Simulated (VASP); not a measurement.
# Al2Cu in VASP: a series of runs

Al2Cu is run at these levels: PBE+D3(BJ); tasks: single point, relaxation of cell and atoms.

All numbers are computed with VASP 6.6.1; they aren't measurements. Logs are shortened: lines on timing, memory, paths and dates and some standing lists are left out, and cuts for length are marked.

### Step 1. The cell of the first run

Symmetry: Fm-3m, No. 225, cubic system. Conventional cell: a = 5.706 Å, b = 5.706 Å, c = 5.706 Å, α = 90.00°, β = 90.00°, γ = 90.00°. Within 3.3 Å of Al (site symmetry -43m) lie 4 Cu at 2.47 Å and 6 Al at 2.85 Å. Cu (site symmetry m-3m) has 8 Al at 2.47 Å within 3.3 Å.

### Step 2. Single point, PBE+D3(BJ)

Contents of INCAR:

```
PREC = Accurate
ENCUT = 600
EDIFF = 1E-6
ISMEAR = 0
SIGMA = 0.1
LREAL = False
LASPH = True
NELM = 120
ALGO = Normal
ISIF = 2
LWAVE = False
LCHARG = True
GGA = PE
IVDW = 12
LELF = True
LVHAR = True
NBANDS = 16
GGA_COMPAT = False
```

Contents of KPOINTS:

```
regular mesh
0
Gamma
  14 14 14
```

Contents of POSCAR:

```
Al2Cu
1.0
   -2.0174427811      2.0174427811      2.8531898521
    2.0174427811     -2.0174427811      2.8531898521
    2.0174427811      2.0174427811     -2.8531898521
Al Cu
2 1
Direct
    0.7500000000      0.2500000000      0.5000000000
    0.2500000000      0.7500000000      0.5000000000
    0.5000000000      0.5000000000      0.0000000000
```

Potentials or basis: VASP PAW PBE potentials, release 64 (Al, Cu).

The run is started by

```
$ cat potpaw_PBE.64/Al/POTCAR potpaw_PBE.64/Cu/POTCAR > POTCAR
$ mpirun -np 1 vasp_std > vasp.out
```

OUTCAR:

```text
PREC = Accurate
   ENCUT = 600
   EDIFF = 1E-6
   ISMEAR = 0
   LREAL = False
   LASPH = True
   NELM = 120
   ISIF = 2
   GGA = PE
   IVDW = 12
 IVDW          = 12

 ion  position               nearest neighbor table
   1  0.750  0.250  0.500-   3 2.47   3 2.47   3 2.47   3 2.47   2 2.85   2 2.85   2 2.85   2 2.85
                             2 2.85   2 2.85
   2  0.250  0.750  0.500-   3 2.47   3 2.47   3 2.47   3 2.47   1 2.85   1 2.85   1 2.85   1 2.85
                             1 2.85   1 2.85
   3  0.500  0.500  0.000-   1 2.47   2 2.47   1 2.47   2 2.47   2 2.47   1 2.47   2 2.47   1 2.47

  LATTYP: Found a body centered tetragonal cell.
 ALAT       =     4.0348855622
 C/A-ratio  =     1.4142606070

  Lattice vectors:

 A1 = (  -2.0174427811,   2.0174427811,   2.8531898521)
 A2 = (   2.0174427811,  -2.0174427811,   2.8531898521)
 A3 = (   2.0174427811,   2.0174427811,  -2.8531898521)

Analysis of symmetry for initial positions (statically):
=====================================================================
 Subroutine PRICEL returns:
 Original cell was already a primitive cell.

 Routine SETGRP: Setting up the symmetry group for a
 body centered tetragonal supercell.

 Subroutine GETGRP returns: Found 16 space group operations
 (whereof 16 operations were pure point group operations)
 out of a pool of 16 trial point group operations.

The static configuration has the point symmetry D_4h.

Analysis of symmetry for dynamics (positions and initial velocities):
=====================================================================
 Subroutine PRICEL returns:
 Original cell was already a primitive cell.

 Routine SETGRP: Setting up the symmetry group for a
 body centered tetragonal supercell.

 Subroutine GETGRP returns: Found 16 space group operations
 (whereof 16 operations were pure point group operations)
 out of a pool of 16 trial point group operations.

The dynamic configuration has the point symmetry D_4h.

 Subroutine INISYM returns: Found 16 space group operations
 (whereof 16 operations are pure point group operations),
 and found     1 'primitive' translations

----------------------------------------------------------------------------------------

                                     Primitive cell

  volume of cell :      46.4508

  direct lattice vectors                    reciprocal lattice vectors
    -2.017442781  2.017442781  2.853189852     0.000000000  0.247838504  0.175242457
     2.017442781 -2.017442781  2.853189852     0.247838504  0.000000000  0.175242457
     2.017442781  2.017442781 -2.853189852     0.247838504  0.247838504  0.000000000

  length of vectors
     4.034952674  4.034952674  4.034952674     0.303535571  0.303535571  0.350496573

  position of ions in fractional coordinates (direct lattice)
     0.750000000  0.250000000  0.500000000
     0.250000000  0.750000000  0.500000000
     0.500000000  0.500000000  0.000000000

  ion indices of the primitive-cell ions
   primitive index   ion index
                 1           1
                 2           2
                 3           3

----------------------------------------------------------------------------------------

 KPOINTS: regular mesh

Automatic generation of k-mesh.
 Grid dimensions read from file:
 generate k-points for:   14   14   14

 Generating k-lattice:

  Cartesian coordinates                     Fractional coordinates (reciprocal lattice)
     0.000000000  0.017702750  0.012517318     0.071428571  0.000000000  0.000000000
     0.017702750  0.000000000  0.012517318     0.000000000  0.071428571  0.000000000
     0.017702750  0.017702750  0.000000000     0.000000000  0.000000000  0.071428571

  Length of vectors
     0.021681112  0.021681112  0.025035470

  Shift w.r.t. Gamma in fractional coordinates (k-lattice)
     0.000000000  0.000000000  0.000000000

 Subroutine IBZKPT returns following result:
 ===========================================

 Found    244 irreducible k-points:

 Following reciprocal coordinates:
            Coordinates               Weight
  0.000000  0.000000  0.000000      1.000000
  0.071429  0.000000 -0.000000      8.000000
  0.142857  0.000000 -0.000000      8.000000
  0.214286  0.000000  0.000000      8.000000
  0.285714  0.000000 -0.000000      8.000000
  0.357143  0.000000 -0.000000      8.000000
[... 16 lines left out ...]
  0.214286  0.142857 -0.000000     16.000000
  0.285714  0.142857 -0.000000     16.000000
 [... further k-points ...]
   k-points           NKPTS =    244   k-points in BZ     NKDIM =    244   number of bands    NBANDS=     16
   number of dos      NEDOS =    301   number of ions     NIONS =      3
   total plane-waves  NPLWV =  32768
   dimension x,y,z NGX =    32 NGY =   32 NGZ =   32
   dimension x,y,z NGXF=    64 NGYF=   64 NGZF=   64
   ions per type =               2   1
   NGX,Y,Z   is equivalent  to a cutoff of  13.18, 13.18, 13.18 a.u.
   NGXF,Y,Z  is equivalent  to a cutoff of  26.37, 26.37, 26.37 a.u.
 SYSTEM =  unknown system
   PREC   = accura    normal or accurate (medium, high low for compatibility)
   ISTART =      0    job   : 0-new  1-cont  2-samecut
   ICHARG =      2    charge: 1-file 2-atom 10-const
   ISPIN  =      1    spin polarized calculation?
   LNONCOLLINEAR =      F non collinear calculations
   LSORBIT =      F    spin-orbit coupling
   LASPH  =      T    aspherical Exc in radial PAW
   ENCUT  =  600.0 eV  44.10 Ry    6.64 a.u.   8.06  8.06  8.06*2*pi/ulx,y,z
   NELM   =    120;   NELMIN=  2; NELMDL= -5     # of ELM steps
   EDIFF  = 0.1E-05   stopping-criterion for ELM
   LREAL  =      F    real-space projection
   EDIFFG = 0.1E-04   stopping-criterion for IOM
   NSW    =      0    number of steps for IOM
   IBRION =     -1    ionic relax: 0-MD 1-quasi-New 2-CG
   NFREE  =      0    steps in history (QN), initial steepest desc. (CG)
   ISIF   =      2    stress and relaxation
   ISYM   =      2    0-nonsym 1-usesym 2-fastsym
   POTIM  = 0.5000    time-step for ionic-motion
   TEBEG  =    0.0;   TEEND  =   0.0 temperature during run
   PSTRESS=    0.0 pullay stress
   NELECT =      17.0000    total number of electrons
   NUPDOWN=      -1.0000    fix difference up-down
   EMIN   =  10.00;   EMAX   =-10.00  energy-range for DOS
   EFERMI =   0.00;   METHOD = LEGACY
   ISMEAR =     0;   SIGMA  =   0.10  broadening in eV -4-tet -1-fermi 0-gaus
   EFERMI_NEDOS =   21; number of points for ismear=-14 and -15
   IALGO  =     38    algorithm
   IMIX   =      4    mixing-type and parameters
     AMIX     =   0.40;   BMIX     =  1.00
     AMIX_MAG =   1.60;   BMIX_MAG =  1.00
  volume/ion in A,a.u.               =      15.48       104.49
  Fermi-wavevector in a.u.,A,eV,Ry     =   1.171009  2.212885 18.657142  1.371261
  Thomas-Fermi vector in A             =   2.307459
   LORBIT       =      0    0 simple, 1 ext, 2 COOP (PROOUT), +10 PAW based schemes
   GGA     = PE    functional components
   LHFCALC =     F    Hartree Fock is set to
   AEXX    =    0.0000 exact exchange contribution
   IVDW    =    12    specifies the selected vdW correction
   LEPSILON=     F    determine dielectric tensor
   LRPA    =     F    only Hartree local field effects (RPA)
 non-spin polarized calculation
 Gauss-broadening in eV      SIGMA  =   0.10
  energy-cutoff  :      600.00
  volume of cell :       46.45
 maximum number of plane-waves:      1572
   NGX = 17   NGY = 17   NGZ = 17

 number of electron      17.0000013 magnetization

 Free energy of the ion-electron system (eV)
  ---------------------------------------------------
  ext. energy  EPLUGINS =         0.00000000
  ---------------------------------------------------
  free energy    TOTEN  =       -11.72273554 eV

  energy without entropy =      -11.71777697  energy(sigma->0) =      -11.72025625

 E-fermi :   7.3100     XC(G=0): -10.5722

 val. band max:        7.2896217316   @ k =   0.4286   0.0714  -0.0000
 cond. band min:       7.3406837497   @ k =   0.1429   0.0000  -0.0000
 fundamental gap:      0.0510620181
 Fermi energy:         7.3099757705

 k-point     1 :       0.0000    0.0000    0.0000
  band No.  band energies     occupation
      1      -3.0680      2.00000
      2       2.6454      2.00000
      3       2.6454      2.00000
      4       2.6454      2.00000
      5       3.2146      2.00000
      6       3.2147      2.00000
[... 8 lines left out ...]
     15      14.3861      0.00000
     16      14.3861      0.00000

 k-point     2 :       0.0714    0.0000   -0.0000
  band No.  band energies     occupation
      1      -2.9984      2.00000
      2       2.6228      2.00000
      3       2.6564      2.00000
      4       2.6565      2.00000
      5       3.2117      2.00000
      6       3.2117      2.00000
[... 8 lines left out ...]
     15      13.6005      0.00000
     16      14.2055      0.00000

 k-point     3 :       0.1429    0.0000   -0.0000
  band No.  band energies     occupation
      1      -2.7902      2.00000
      2       2.5539      2.00000
      3       2.6864      2.00000
      4       2.6864      2.00000
      5       3.2056      2.00000
      6       3.2057      2.00000
[... 8 lines left out ...]
     15      13.4195      0.00000
     16      13.9099      0.00000

 k-point     4 :       0.2143    0.0000    0.0000
  band No.  band energies     occupation
      1      -2.4463      2.00000
      2       2.4300      2.00000
      3       2.7255      2.00000
      4       2.7255      2.00000
      5       3.2041      2.00000
      6       3.2042      2.00000
[... 8 lines left out ...]
     15      13.2120      0.00000
     16      14.7247      0.00000
[... 324 lines left out ...]
 k-point    22 :       0.1429    0.1429   -0.0000
  band No.  band energies     occupation
      1      -2.3313      2.00000
      2       2.4231      2.00000
      3       2.7141      2.00000
      4       2.7584      2.00000
      5       3.1525      2.00000
      6       3.2438      2.00000
[... 8 lines left out ...]
     15      14.8385      0.00000
     16      16.1038      0.00000

 k-point    23 :       0.2143    0.1429   -0.0000
  band No.  band energies     occupation
      1      -1.9019      2.00000
      2       2.2847      2.00000
      3       2.7228      2.00000
      4       2.8093      2.00000
      5       3.1402      2.00000
      6       3.2648      2.00000
[... 8 lines left out ...]
     15      14.8614      0.00000
     16      17.2391      0.00000

 k-point    24 :       0.2857    0.1429   -0.0000
  band No.  band energies     occupation
      1      -1.3502      2.00000
      2       2.0265      2.00000
      3       2.7231      2.00000
      4       2.8464      2.00000
      5       3.1557      2.00000
      6       3.2820      2.00000
[... 8 lines left out ...]
     15      14.6534      0.00000
     16      18.1187      0.00000

 [... further k-points ...]

------------------------ aborting loop because EDIFF is reached ----------------------------------------

 Edisp (eV)   -1.16178

 E8    (eV) :    -0.5147

  FORCE on cell =-STRESS in cart. coord.  units (eV):
  Direction    XX          YY          ZZ          XY          YZ          ZX
  --------------------------------------------------------------------------------------
  -------------------------------------------------------------------------------------
  Total       0.03287     0.03287     0.03198     0.00000    -0.00000     0.00000
  in kB       1.13366     1.13366     1.10302     0.00000    -0.00000     0.00000
  external pressure =        1.12 kB  Pullay stress =        0.00 kB

 VOLUME and BASIS-vectors are now :
 -----------------------------------------------------------------------------
  energy-cutoff  :      600.00
  volume of cell :       46.45
      direct lattice vectors                 reciprocal lattice vectors
    -2.017442781  2.017442781  2.853189852     0.000000000  0.247838504  0.175242457
     2.017442781 -2.017442781  2.853189852     0.247838504  0.000000000  0.175242457
     2.017442781  2.017442781 -2.853189852     0.247838504  0.247838504  0.000000000

 POSITION                                       TOTAL-FORCE (eV/Angst)
 -----------------------------------------------------------------------------------
     -0.00000      2.01744      1.42659         0.000000     -0.000000      0.000000
      2.01744     -0.00000      1.42659        -0.000000      0.000000     -0.000000
      0.00000      0.00000      2.85319         0.000000     -0.000000     -0.000000
 -----------------------------------------------------------------------------------
    total drift:                               -0.000000      0.000000     -0.000000

  FREE ENERGIE OF THE ION-ELECTRON SYSTEM (eV)
  ---------------------------------------------------
  free  energy   TOTEN  =       -12.8845109475 eV

  energy  without entropy=      -12.8795523791  energy(sigma->0) =      -12.88203166
```

Run time: 4.8 min. Hardware: 1 thread of Intel Xeon 8259CL, shared host; peak memory 0.35 GiB.

Results:

```
Free energy                : -12.8845 eV
Pressure                   : 0.1 GPa
Band gap on the k mesh     : zero (an odd number of electrons rules out a gap without spin polarisation)
Dispersion energy per atom : -0.387 eV
```

### Step 3. Relaxation of cell and atoms, PBE+D3(BJ)

This run uses another cell than the first one, of 15.67 Å³/atom.

Contents of INCAR:

```
PREC = Accurate
ENCUT = 600
EDIFF = 1E-7
ISMEAR = 0
SIGMA = 0.1
LREAL = F
LASPH = T
NELM = 120
ALGO = Normal
ISIF = 3
LWAVE = F
LCHARG = F
GGA = PE
IVDW = 12
IBRION = 2
NSW = 100
EDIFFG = -0.002
GGA_COMPAT = F
NELMIN = 4
```

Contents of KPOINTS:

```
Automatic mesh
0
Gamma
  14 14 14
```

Contents of POSCAR:

```
Al2Cu
1.0
   -2.0303375000      2.0303375000      2.8510940000
    2.0303375000     -2.0303375000      2.8510940000
    2.0303375000      2.0303375000     -2.8510940000
Al Cu
2 1
Direct
    0.7500000000      0.2500000000      0.5000000000
    0.2500000000      0.7500000000      0.5000000000
    0.5000000000      0.5000000000      0.0000000000
```

Potentials or basis: VASP PAW PBE potentials, release 64 (Al, Cu).

The run is started by

```
$ cat potpaw_PBE.64/Al/POTCAR potpaw_PBE.64/Cu/POTCAR > POTCAR
$ mpirun -np 1 vasp_std > vasp.out
```

Wall time 12 min (1 thread of Intel Xeon 8259CL, shared host); peak memory 0.34 GiB.

It converged, with:

```
Free energy                           : -12.8846 eV
Relaxed volume                        : 15.51 Å³/atom
Relaxed cell                          : a = 4.038 Å, b = 4.038 Å, c = 4.038 Å, α = 120.01°, β = 120.01°, γ = 89.99°
Space group after relaxing (to 0.1 Å) : Fm-3m (No. 225)
Energy gained by relaxing             : 0.7 meV/atom
Ionic steps                           : 5
Pressure after relaxing               : 0.0 GPa
Band gap on the k mesh                : zero (an odd number of electrons rules out a gap without spin polarisation)
Dispersion energy per atom            : -0.387 eV
```

Step by step:
```csv
step,energy change (eV),largest force (eV/Å),pressure (GPa),volume (Å³)
1,0.0000,0.0000,-1.04,47.01
2,-0.0015,0.0000,0.50,46.32
3,-0.0018,0.0000,0.07,46.51
4,-0.0020,0.0000,0.04,46.52
5,-0.0020,0.0000,0.01,46.54
```

Final structure:
```xyz
3
Lattice="-2.0185 2.0185 2.8553 2.0185 -2.0185 2.8553 2.0185 2.0185 -2.8553" Properties=species:S:1:pos:R:3 pbc="T T T"
Al    0.0000    2.0185    1.4277
Al    2.0185    0.0000    1.4277
Cu    0.0000    0.0000    2.8553
```

Levels at points of the mesh, in eV from the Fermi level:
```csv
k point,band 5,band 6,band 7,band 8,band 9,band 10,band 11,band 12
"(0.00, 0.00, 0.00)",-4.09,-4.09,2.92,2.93,2.93,2.96,2.96,2.97
"(0.50, 0.00, 0.00)",-4.04,-4.02,-4.02,0.61,0.61,2.95,2.95,3.92
"(0.50, 0.50, 0.00)",-4.15,-3.93,-3.80,-2.03,-2.03,0.40,1.54,9.05
"(0.50, 0.50, 0.50)",-4.15,-3.93,-3.80,-2.02,-2.02,0.40,1.54,9.05
```

The gap in the log of VASP goes by the Fermi energy; the results here count the filled bands.